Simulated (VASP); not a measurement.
Wanted: the native input for a VASP 6.6.1 run.

- Task: single point
- Functional: PBE
- Potentials or basis: VASP PAW PBE potentials, release 64 (Lu)
- Cutoff: 520 eV
- k mesh: 15 × 15 × 15
- Occupations: fermi-dirac, width 0.1 eV
- Spin: no spin polarisation
- Dipole correction: no
- Further INCAR settings: ALGO = Normal; EDIFF = 1e-06; NBANDS = 18

The structure of Lu lies in POSCAR:

```
Lu
1.0
    0.0000000000      2.3031032441      2.3031032441
    2.3031032441      0.0000000000      2.3031032441
    2.3031032441      2.3031032441      0.0000000000
Lu
1
Direct
    0.0000000000      0.0000000000      0.0000000000
```

This isn't the form of Lu at room conditions, which is hcp.

One way to write it, as run:

INCAR

```
SYSTEM = Lu
ALGO = Normal ; EDIFF = 1E-6
ENCUT = 520 ; GGA = PE
ISIF = 2 ; ISMEAR = -1
LASPH = .True. ; LCHARG = .False.
LREAL = .False. ; LWAVE = .False.
NBANDS = 18 ; NELM = 60
PREC = Accurate ; SIGMA = 0.1
```

KPOINTS

```
k-points
0
Gamma
  15 15 15
  0 0 0
```

Potentials or basis: VASP PAW PBE potentials, release 64 (Lu).

Launch:

```sh
$ cat potpaw_PBE.64/Lu/POTCAR > POTCAR
$ mpirun -np 1 vasp_std > vasp.out
```

It gave:

* Pressure: 10.1 GPa
* Band gap on the k mesh: zero (an odd number of electrons rules out a gap without spin polarisation)

Caveat: the cell stands under pressure; spin-orbit coupling is left out, which moves the levels of the heavy elements.

Wall time 48 s on 1 thread of Intel Xeon 8259CL, with other jobs on the host, peak memory 0.19 GiB.
